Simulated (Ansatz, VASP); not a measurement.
Yb: VASP beside Ansatz

Contents of INCAR:

```
SYSTEM = Yb
PREC = Accurate
ENCUT = 520
EDIFF = 1E-7
ISMEAR = 1
SIGMA = 0.1
LREAL = .False.
LASPH = .True.
NELM = 80
ALGO = Normal
ISIF = 2
LWAVE = .False.
LCHARG = .False.
GGA = CA
NBANDS = 31
```

File KPOINTS:

```
Automatic mesh
0
Gamma
  8 8 5
  0 0 0
```

File POSCAR:

```
Yb
1.0
    3.8799000000      0.0000000000      0.0000000000
   -1.9399500000      3.3600919600      0.0000000000
    0.0000000000      0.0000000000      6.3859000000
Yb
2
Direct
    0.3333333300      0.6666666700      0.2500000000
    0.6666666700      0.3333333300      0.7500000000
```

Input for Ansatz:

```yaml
crystal:
  lattice:
    - [3.8799, 0.0, 0.0]
    - [-1.93995, 3.36009196, 0.0]
    - [0.0, 0.0, 6.3859]
  atoms:
    - { symbol: Yb, position: [0.33333333, 0.66666667, 0.25] }
    - { symbol: Yb, position: [0.66666667, 0.33333333, 0.75] }
kpoints:
  mp_grid:
    grid: [8, 8, 5]
hamiltonian:
  xc: lda
  pseudopotentials:
    kind: all_electron
    lapw: {}
scf:
  convergence:
    dr2_threshold: 1.0e-10
  occupations:
    method: methfessel_paxton
    width: 0.1
output:
  forces: true
  stress: true
  eigenvalues: true
```

Alike in both runs: task single point; functional LDA; k mesh 8 × 8 × 5; occupations methfessel-paxton of order 1, width 0.1 eV; no spin polarisation.

|  | VASP | Ansatz |
| --- | --- | --- |
| version | VASP 6.6.1 | Ansatz 0.2.0 |
| potentials or method | VASP PAW PBE potentials, release 64 (Yb), cutoff 520 eV | all-electron (LAPW or listed datasets) |

VASP gave:

| Property | Result |
| --- | --- |
| gap on the k mesh at the Fermi level (eV) | none |
| pressure (GPa) | -9.7 |
| traceless stress, the component that is largest in VASP (GPa) | 0.45 |

Question: What did Ansatz give for the same quantities?

Answer: gap on the k mesh at the Fermi level (eV): none; pressure (GPa): -4.4; traceless stress, the component that is largest in VASP (GPa): -0.11.

VASP's potentials were made for PBE, not for LDA. LDA's correlation is that of Perdew and Zunger in VASP and of Perdew and Wang (1992) in Ansatz. A gap of «none» marks a metal or a gap that the smearing closes. One of these differences is far larger than is usual between the two programs; its cause wasn't traced. Ansatz ran all-electron here, and VASP with PAW potentials.

Neither program's run includes spin-orbit coupling.
